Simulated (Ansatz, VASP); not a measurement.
**Al2Cu: VASP beside Ansatz**

```
CELL_PARAMETERS angstrom
-2.96655 2.96655 2.51035
2.96655 -2.96655 2.51035
2.96655 2.96655 -2.51035
ATOMIC_POSITIONS crystal
Al 0.15932 0.65932 0.81864
Al 0.65932 0.84068 0.50000
Al 0.84068 0.34068 0.18136
Al 0.34068 0.15932 0.50000
Cu 0.75000 0.75000 0.00000
Cu 0.25000 0.25000 0.00000
```

Alike in both runs: task single point; functional PBEsol; k mesh 10 × 10 × 10; occupations gaussian, width 0.15 eV; no spin polarisation.

```csv
,VASP,Ansatz
version,VASP 6.6.1,Ansatz 0.2.0
potentials or method,"VASP PAW PBE potentials, release 64 (Al, Cu), cutoff 520 eV","scalar-relativistic, plane waves, PAW"
valence electrons in the cell,34,50
```

Ansatz gave:

* gap on the k mesh at the Fermi level (eV): none
* pressure (GPa): -1.8
* traceless stress, the component that is largest in VASP (GPa): -4.08
* rms of the force components (eV/Å): 0.072

**Question.** Which values does VASP return?

**Answer.** gap on the k mesh at the Fermi level (eV): none; pressure (GPa): -1.5; traceless stress, the component that is largest in VASP (GPa): -4.03; rms of the force components (eV/Å): 0.072.

VASP's potentials were made for PBE, not for PBEsol, and Ansatz warns of the same on its side. Atom by atom the forces differ by 0.001 eV/Å (rms over components). A gap of «none» marks a metal or a gap that the smearing closes. VASP's potentials hold 34 valence electrons a cell and Ansatz's 50, so a difference there can come from the potentials and not from the codes.
